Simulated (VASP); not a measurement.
# SnO2 (Cm) in VASP: notebook

The runs below take SnO2 through single point, with PBE.

All numbers are computed with VASP 6.6.1; they aren't measurements. Logs are shortened: lines on timing, memory, paths and dates and some standing lists are left out, and cuts for length are marked.

## (1) The cell of the first run

The structure is monoclinic, space group Cm (No. 8). The conventional cell has a = 11.126 Å, b = 4.053 Å, c = 4.053 Å, α = 90.00°, β = 111.36°, γ = 90.00°. Within 2.8 Å of Sn (site symmetry m) lie 6 O at 2.09 to 2.11 Å. Sn (site symmetry m) has 6 O at 2.09 to 2.75 Å within 2.8 Å. Within 3.1 Å of O (site symmetry m) lie 3 Sn at 2.11 to 2.75 Å and 6 O at 2.52 to 3.04 Å. Within 2.8 Å of O (site symmetry m) lie 3 Sn at 2.09 to 2.10 Å. O (site symmetry m) has 3 Sn at 2.09 to 2.10 Å and 4 O at 2.52 to 2.58 Å within 2.8 Å. Within 3.1 Å of O (site symmetry m) lie 3 Sn at 2.09 to 2.10 Å and 8 O at 2.58 to 3.03 Å.

## (2) Single point, PBE (atom 3 (O) moved by -0.587 Å along [0 1 0] and -0.587 Å along [0 0 1])

INCAR

```
PREC = Accurate ; ENCUT = 520
EDIFF = 1E-6 ; ISMEAR = 0
SIGMA = 0.05 ; LREAL = False
LASPH = True ; NELM = 100
ALGO = Normal ; ISIF = 2
LWAVE = False ; LCHARG = False
GGA = PE ; NBANDS = 35
```

KPOINTS

```
Automatic mesh
0
Gamma
  10 10 10
```

POSCAR

```
SnO2
1.0
   -2.0262505044      2.0262505044      5.1806864801
    2.0262505044     -2.0262505044      5.1806864801
    2.0262505044      2.0262505044     -5.1806864801
Sn O
2 4
Direct
    0.7500000000      0.2500000000      0.5000000000
    0.0000000000      0.0000000000      0.0000000000
    0.5961994794      0.7409742737     -0.1447747943
    0.9524019562      0.4524019562      0.5000000000
    0.2024019562      0.2024019562      0.0000000000
    0.5475980438      0.0475980438      0.5000000000
```

Potentials or basis: VASP PAW PBE potentials, release 64 (Sn_d, O).

On the command line:

```bash
$ cat potpaw_PBE.64/Sn_d/POTCAR potpaw_PBE.64/O/POTCAR > POTCAR
$ mpirun -np 1 vasp_std > vasp.out
```

OUTCAR:

```text
PREC = Accurate
   ENCUT = 520
   EDIFF = 1E-6
   ISMEAR = 0
   LREAL = False
   LASPH = True
   NELM = 100
   ISIF = 2
   GGA = PE

 ion  position               nearest neighbor table
   1  0.750  0.250  0.500-   5 2.09   5 2.09   6 2.10   4 2.10   3 2.11   3 2.11   2 3.29   2 3.29
                             2 3.29   2 3.29
   2  0.000  0.000  0.000-   6 2.09   4 2.09   6 2.09   4 2.09   5 2.10   3 2.75   1 3.29   1 3.29
                             1 3.29   1 3.29
   3  0.596  0.741  0.855-   1 2.11   1 2.11   2 2.75
   4  0.952  0.452  0.500-   2 2.09   2 2.09   1 2.10
   5  0.202  0.202  0.000-   1 2.09   1 2.09   2 2.10
   6  0.548  0.048  0.500-   2 2.09   2 2.09   1 2.10

  LATTYP: Found a body centered tetragonal cell.
 ALAT       =     4.0525010088
 C/A-ratio  =     2.5567847948

  Lattice vectors:

 A1 = (  -2.0262505044,   2.0262505044,   5.1806864801)
 A2 = (   2.0262505044,  -2.0262505044,   5.1806864801)
 A3 = (   2.0262505044,   2.0262505044,  -5.1806864801)

Analysis of symmetry for initial positions (statically):
=====================================================================
 Subroutine PRICEL returns:
 Original cell was already a primitive cell.

 Routine SETGRP: Setting up the symmetry group for a
 body centered tetragonal supercell.

 Subroutine GETGRP returns: Found  2 space group operations
 (whereof  2 operations were pure point group operations)
 out of a pool of 16 trial point group operations.

The static configuration has the point symmetry C_1h.

Analysis of symmetry for dynamics (positions and initial velocities):
=====================================================================
 Subroutine PRICEL returns:
 Original cell was already a primitive cell.

 Routine SETGRP: Setting up the symmetry group for a
 body centered tetragonal supercell.

 Subroutine GETGRP returns: Found  2 space group operations
 (whereof  2 operations were pure point group operations)
 out of a pool of 16 trial point group operations.

The dynamic configuration has the point symmetry C_1h.

 Subroutine INISYM returns: Found  2 space group operations
 (whereof  2 operations are pure point group operations),
 and found     1 'primitive' translations

----------------------------------------------------------------------------------------

                                     Primitive cell

  volume of cell :      85.0812

[... 99 lines left out ...]
   NSW    =      0    number of steps for IOM
   IBRION =     -1    ionic relax: 0-MD 1-quasi-New 2-CG
   NFREE  =      0    steps in history (QN), initial steepest desc. (CG)
   ISIF   =      2    stress and relaxation
   ISYM   =      2    0-nonsym 1-usesym 2-fastsym
   POTIM  = 0.5000    time-step for ionic-motion
   TEBEG  =    0.0;   TEEND  =   0.0 temperature during run
   PSTRESS=    0.0 pullay stress
   NELECT =      52.0000    total number of electrons
   NUPDOWN=      -1.0000    fix difference up-down
   EMIN   =  10.00;   EMAX   =-10.00  energy-range for DOS
   EFERMI =   0.00;   METHOD = LEGACY
   ISMEAR =     0;   SIGMA  =   0.05  broadening in eV -4-tet -1-fermi 0-gaus
   EFERMI_NEDOS =   21; number of points for ismear=-14 and -15
   IALGO  =     38    algorithm
   IMIX   =      4    mixing-type and parameters
     AMIX     =   0.40;   BMIX     =  1.00
     AMIX_MAG =   1.60;   BMIX_MAG =  1.00
  volume/ion in A,a.u.               =      14.18        95.69
  Fermi-wavevector in a.u.,A,eV,Ry     =   1.389307  2.625409 26.261594  1.930173
  Thomas-Fermi vector in A             =   2.513350
   LORBIT       =      0    0 simple, 1 ext, 2 COOP (PROOUT), +10 PAW based schemes
   GGA     = PE    functional components
   LHFCALC =     F    Hartree Fock is set to
   AEXX    =    0.0000 exact exchange contribution
   IVDW    =     0    specifies the selected vdW correction
   LEPSILON=     F    determine dielectric tensor
   LRPA    =     F    only Hartree local field effects (RPA)
 non-spin polarized calculation
 Gauss-broadening in eV      SIGMA  =   0.05
  energy-cutoff  :      520.00
  volume of cell :       85.08
 maximum number of plane-waves:      2310
 NGX is ok and might be reduce to    48
   NGX = 21   NGY = 21   NGZ = 21

 number of electron      52.0000000 magnetization

 Free energy of the ion-electron system (eV)
  ---------------------------------------------------
  ext. energy  EPLUGINS =         0.00000000
  ---------------------------------------------------
  free energy    TOTEN  =       -35.37020636 eV

  energy without entropy =      -35.37019184  energy(sigma->0) =      -35.37019910

 E-fermi :   4.6991     XC(G=0): -10.2081

 val. band max:        4.6142052076   @ k =   0.3000   0.2000   0.2000
 cond. band min:       4.7612470194   @ k =   0.0000   0.0000   0.0000
 fundamental gap:      0.1470418118
 Fermi energy:         4.6991476639

 k-point     1 :       0.0000    0.0000    0.0000
  band No.  band energies     occupation
      1     -17.0702      2.00000
      2     -16.8598      2.00000
      3     -16.4572      2.00000
      4     -16.4283      2.00000
      5     -16.3084      2.00000
      6     -16.2352      2.00000
[... 901 lines left out ...]
     34      14.7528      0.00000
     35      15.7771      0.00000

 [... further k-points ...]

------------------------ aborting loop because EDIFF is reached ----------------------------------------

  FORCE on cell =-STRESS in cart. coord.  units (eV):
  Direction    XX          YY          ZZ          XY          YZ          ZX
  --------------------------------------------------------------------------------------
  -------------------------------------------------------------------------------------
  Total       -0.4920990     -0.5168690     -0.6914067      0.0000000     -0.5821907      0.0000000
  in kB       -9.2667944     -9.7332423    -13.0199876      0.0000000    -10.9633253      0.0000000
  external PRESSURE =     -10.6733414 kB  Pullay stress =       0.0000000 kB

 VOLUME and BASIS-vectors are now :
 -----------------------------------------------------------------------------
  energy-cutoff  :      520.00
  volume of cell :       85.08
      direct lattice vectors                 reciprocal lattice vectors
    -2.026250504  2.026250504  5.180686480     0.000000000  0.246761197  0.096512306
     2.026250504 -2.026250504  5.180686480     0.246761197  0.000000000  0.096512306
     2.026250504  2.026250504 -5.180686480     0.246761197  0.246761197  0.000000000

 POSITION                                       TOTAL-FORCE (eV/Angst)
 -----------------------------------------------------------------------------------
      0.00000      2.02625      2.59034         0.000000     -0.235566     -0.861878
      0.00000      0.00000      0.00000        -0.000000     -0.371828      0.854364
      2.02625      1.43955      2.49682        -0.000000      1.973981      2.579523
      0.00000      2.02625      4.68751        -0.000000      0.125115     -0.917400
      0.00000      0.00000      2.09716        -0.000000     -1.477352     -0.339093
      0.00000      2.02625      0.49318         0.000000     -0.014350     -1.315516
 -----------------------------------------------------------------------------------
    total drift:                                0.000000     -0.000242      0.000028

  FREE ENERGIE OF THE ION-ELECTRON SYSTEM (eV)
  ---------------------------------------------------
  free  energy   TOTEN  =       -35.3702063623 eV

  energy  without entropy=      -35.3701918380  energy(sigma->0) =      -35.37019910
```

It took 28 min on 1 thread of Intel Xeon Platinum 8488C (Sapphire Rapids), shared host; peak memory 0.78 GiB.

What came out:

```yaml
Free_energy: -35.3702 eV
Pressure: -1.1 GPa
Largest_force: 3.248 eV/Å
Band_gap_on_the_k_mesh: 0.15 eV (least direct gap 0.80 eV)
```

Forces in eV/Å, atoms in the order of the input:
```
Sn   0.000 -0.236 -0.862
Sn   0.000 -0.372  0.854
O    0.000  1.974  2.580
O    0.000  0.125 -0.917
O    0.000 -1.477 -0.339
O    0.000 -0.014 -1.316
```

Levels at points of the mesh, in eV from the valence-band top:
```tsv
k point	band 23	band 24	band 25	band 26	band 27	band 28	band 29	band 30
(0.00, 0.00, 0.00)	-1.58	-1.41	-0.70	-0.65	0.15	3.37	7.26	8.14
(0.50, 0.00, 0.00)	-1.59	-1.45	-1.13	-1.03	1.91	4.45	6.27	7.52
(0.00, 0.50, 0.00)	-1.86	-1.34	-1.07	-0.63	3.23	4.45	5.57	7.03
(0.00, 0.50, 0.50)	-1.59	-1.45	-1.08	-0.94	1.99	4.40	6.23	8.08
(0.50, 0.50, 0.00)	-1.44	-1.00	-0.76	-0.03	4.18	4.40	5.91	6.78
(0.50, 0.50, 0.50)	-1.94	-1.48	-0.83	-0.67	0.99	3.02	5.88	7.81
```

Caveat: the cell differs from its parent crystal (atom 3 (O) moved by -0.587 Å along [0 1 0] and -0.587 Å along [0 0 1]); spin-orbit coupling is left out, which moves the levels of the heavy elements; forces of over 1 eV/Å act on the atoms, so gaps and moduli don't describe the material at rest. A k mesh can miss the band edges.

## (3) Single point, PBE (atom 3 (O) moved by -0.587 Å along [0 1 0] and +0.880 Å along [0 0 1])

INCAR

```
SYSTEM = SnO2
PREC = Accurate
ENCUT = 520
EDIFF = 1E-6
ISMEAR = 0
SIGMA = 0.05
LREAL = .FALSE.
LASPH = .TRUE.
NELM = 100
ALGO = Normal
ISIF = 2
LWAVE = .FALSE.
LCHARG = .FALSE.
GGA = PE
NBANDS = 35
```

KPOINTS

```
regular mesh
0
G
  10 10 10
  0 0 0
```

Edit POSCAR of step 2 so:

```diff
@@ -10,3 +10,3 @@
     0.0000000000      0.0000000000      0.0000000000
-    0.5961994794      0.7409742737     -0.1447747943
+    0.7377540790      0.8825288733     -0.1447747943
     0.9524019562      0.4524019562      0.5000000000
```

Potentials or basis: VASP PAW PBE potentials, release 64 (Sn_d, O).

On the command line:

```bash
$ cat potpaw_PBE.64/Sn_d/POTCAR potpaw_PBE.64/O/POTCAR > POTCAR
$ mpirun -np 1 vasp_std > vasp.out
```

Wall time 14 min (1 thread of Intel Xeon 6975P-C (Granite Rapids), shared host); peak memory 0.78 GiB.

The run converged. Its results:

- Free energy: -22.6960 eV
- Pressure: 55.6 GPa
- Largest force: 59.211 eV/Å
- Band gap on the k mesh: zero (bands 26 and 27 overlap by 0.09 eV)

Forces on the atoms (eV/Å):
```
Sn    0.000  -1.078   2.059
Sn    0.000  23.811  48.563
O     0.000 -22.479 -54.778
O     0.000   1.696   0.638
O     0.000  -0.454   0.474
O     0.000  -1.496   3.045
```

Stress tensor (GPa, compression positive):
```
 19.06   0.00   0.00
  0.00  35.37  54.82
  0.00  54.82 112.46
```

Levels at points of the mesh, in eV from the Fermi level:
| k point | band 23 | band 24 | band 25 | band 26 | band 27 | band 28 | band 29 | band 30 |
| --- | --- | --- | --- | --- | --- | --- | --- | --- |
| (0.00, 0.00, 0.00) | -1.70 | -1.21 | -1.06 | -0.55 | -0.14 | 4.94 | 5.65 | 7.33 |
| (0.50, 0.00, 0.00) | -1.56 | -1.32 | -1.11 | -0.74 | 2.27 | 4.76 | 5.43 | 6.28 |
| (0.00, 0.50, 0.00) | -1.88 | -1.50 | -0.78 | -0.59 | 1.43 | 3.71 | 5.32 | 7.59 |
| (0.00, 0.50, 0.50) | -2.05 | -1.41 | -1.20 | -0.61 | 2.42 | 4.50 | 5.16 | 6.75 |
| (0.50, 0.50, 0.00) | -1.74 | -1.48 | -0.70 | -0.65 | 2.87 | 3.03 | 6.29 | 7.20 |
| (0.50, 0.50, 0.50) | -1.73 | -1.56 | -1.15 | -0.61 | 1.73 | 4.62 | 5.43 | 6.17 |

Caveat: the cell differs from its parent crystal (atom 3 (O) moved by -0.587 Å along [0 1 0] and +0.880 Å along [0 0 1]); atoms lie so close that the PAW spheres overlap strongly, which falsifies energies and pressures; the cell stands under pressure; semilocal functionals underestimate gaps, so a narrow gap can read as zero; spin-orbit coupling is left out, which moves the levels of the heavy elements; forces of over 1 eV/Å act on the atoms, so gaps and moduli don't describe the material at rest.

## (4) Single point, PBE (atom 3 (O) moved by -0.880 Å along [0 1 0] and -0.293 Å along [0 0 1])

INCAR

```
PREC = Accurate
ENCUT = 520
EDIFF = 1E-7
ISMEAR = 0
SIGMA = 0.05
LREAL = False
LASPH = True
NELM = 80
ALGO = Normal
ISIF = 2
LWAVE = False
LCHARG = True
GGA = PE
LELF = True
LVHAR = True
NBANDS = 35
```

KPOINTS

```
Automatic mesh
0
Gamma
  10 10 10
```

Edit POSCAR of step 3 so:

```diff
@@ -10,3 +10,3 @@
     0.0000000000      0.0000000000      0.0000000000
-    0.7377540790      0.8825288733     -0.1447747943
+    0.5521411310      0.7692909844     -0.2171498534
     0.9524019562      0.4524019562      0.5000000000
```

On the command line:

```bash
$ cat potpaw_PBE.64/Sn_d/POTCAR potpaw_PBE.64/O/POTCAR > POTCAR
$ mpirun -np 1 vasp_std > vasp.out
```

It took 23 min on 1 thread of AMD EPYC 9R45 (Zen 5), shared host; peak memory 0.76 GiB.

Results (log left out):

```
Free energy            : -35.2363 eV
Pressure               : -1.9 GPa
Largest force          : 4.092 eV/Å
Band gap on the k mesh : 0.40 eV (least direct gap 0.59 eV)
```

Forces on the atoms (eV/Å):
```
Sn   0.000 -0.990 -0.280
Sn   0.000 -0.708  0.048
O    0.000  3.600  1.945
O    0.000  0.311 -0.609
O    0.000 -2.028 -0.648
O    0.000 -0.186 -0.457
```

Stress tensor (GPa, compression positive):
```
-1.58  0.00  0.00
 0.00 -3.27 -0.13
 0.00 -0.13 -0.76
```

Levels at points of the mesh, in eV from the valence-band top:
| k point | band 22 | band 23 | band 24 | band 25 | band 26 | band 27 | band 28 | band 29 | band 30 | band 31 |
| --- | --- | --- | --- | --- | --- | --- | --- | --- | --- | --- |
| (0.00, 0.00, 0.00) | -1.67 | -1.39 | -1.35 | -0.73 | -0.19 | 0.40 | 3.49 | 7.30 | 8.28 | 8.49 |
| (0.50, 0.00, 0.00) | -1.63 | -1.46 | -1.15 | -0.90 | -0.82 | 2.55 | 4.24 | 6.69 | 7.33 | 8.00 |
| (0.00, 0.50, 0.00) | -1.92 | -1.82 | -0.99 | -0.92 | -0.43 | 3.23 | 4.30 | 5.34 | 6.94 | 8.22 |
| (0.00, 0.50, 0.50) | -1.59 | -1.56 | -1.29 | -0.80 | -0.68 | 2.56 | 4.42 | 6.40 | 7.72 | 8.08 |
| (0.50, 0.50, 0.00) | -1.82 | -1.28 | -0.79 | -0.68 | -0.03 | 4.18 | 4.67 | 6.21 | 6.67 | 7.40 |
| (0.50, 0.50, 0.50) | -2.08 | -1.70 | -1.40 | -1.08 | -0.25 | 1.60 | 2.95 | 6.29 | 7.40 | 8.40 |

Caveat: the cell differs from its parent crystal (atom 3 (O) moved by -0.880 Å along [0 1 0] and -0.293 Å along [0 0 1]); spin-orbit coupling is left out, which moves the levels of the heavy elements; forces of over 1 eV/Å act on the atoms, so gaps and moduli don't describe the material at rest. A k mesh can miss the band edges.

## (5) Single point, PBE (atom 3 (O) moved by -0.880 Å along [0 1 0] and +0.880 Å along [0 0 1])

INCAR

```
PREC = Accurate
ENCUT = 520
EDIFF = 1E-6
ISMEAR = 0
SIGMA = 0.05
LREAL = False
LASPH = True
NELM = 60
ALGO = Normal
ISIF = 2
LWAVE = False
LCHARG = False
GGA = PE
NBANDS = 35
```

KPOINTS is that of step 4.

Edit POSCAR of step 4 so:

```diff
@@ -10,3 +10,3 @@
     0.0000000000      0.0000000000      0.0000000000
-    0.5521411310      0.7692909844     -0.2171498534
+    0.6653790199      0.8825288733     -0.2171498534
     0.9524019562      0.4524019562      0.5000000000
```

On the command line:

```bash
$ cat potpaw_PBE.64/Sn_d/POTCAR potpaw_PBE.64/O/POTCAR > POTCAR
$ mpirun -np 1 vasp_std > vasp.out
```

Wall time 19 min (1 thread of Intel Xeon Platinum 8488C (Sapphire Rapids), shared host); peak memory 0.79 GiB.

The run converged. Its results:

| Property | Result |
| --- | --- |
| Free energy | -28.2255 eV |
| Pressure | 35.4 GPa |
| Largest force | 31.571 eV/Å |
| Band gap on the k mesh | zero (bands 26 and 27 overlap by 0.08 eV) |

Forces on the atoms (eV/Å):
```
Sn    0.000  -1.324   1.860
Sn    0.000  16.726  22.286
O     0.000 -14.435 -28.078
O     0.000   1.876   0.202
O     0.000  -0.648   0.204
O     0.000  -2.196   3.525
```

Stress tensor (GPa, compression positive):
```
13.83  0.00  0.00
 0.00 35.37 36.98
 0.00 36.98 57.05
```

Levels at points of the mesh, in eV from the Fermi level:
| k point | band 22 | band 23 | band 24 | band 25 | band 26 | band 27 | band 28 | band 29 | band 30 | band 31 |
| --- | --- | --- | --- | --- | --- | --- | --- | --- | --- | --- |
| (0.00, 0.00, 0.00) | -2.41 | -1.59 | -1.26 | -0.59 | -0.51 | -0.13 | 4.48 | 5.62 | 7.02 | 7.76 |
| (0.50, 0.00, 0.00) | -2.04 | -1.77 | -1.26 | -0.78 | -0.50 | 2.18 | 4.73 | 5.41 | 6.30 | 7.67 |
| (0.00, 0.50, 0.00) | -2.53 | -1.77 | -1.09 | -0.63 | -0.33 | 1.62 | 3.47 | 5.15 | 7.05 | 7.73 |
| (0.00, 0.50, 0.50) | -2.17 | -2.04 | -1.55 | -0.64 | -0.56 | 2.67 | 4.41 | 5.33 | 6.17 | 6.92 |
| (0.50, 0.50, 0.00) | -2.05 | -1.56 | -1.07 | -0.50 | -0.47 | 2.82 | 2.98 | 6.30 | 6.79 | 7.57 |
| (0.50, 0.50, 0.50) | -2.59 | -1.59 | -1.35 | -1.22 | -0.68 | 2.14 | 4.23 | 5.39 | 6.21 | 6.45 |

Caveat: the cell differs from its parent crystal (atom 3 (O) moved by -0.880 Å along [0 1 0] and +0.880 Å along [0 0 1]); the cell stands under pressure; semilocal functionals underestimate gaps, so a narrow gap can read as zero; spin-orbit coupling is left out, which moves the levels of the heavy elements; forces of over 1 eV/Å act on the atoms, so gaps and moduli don't describe the material at rest.

[end of part 1 of 2]
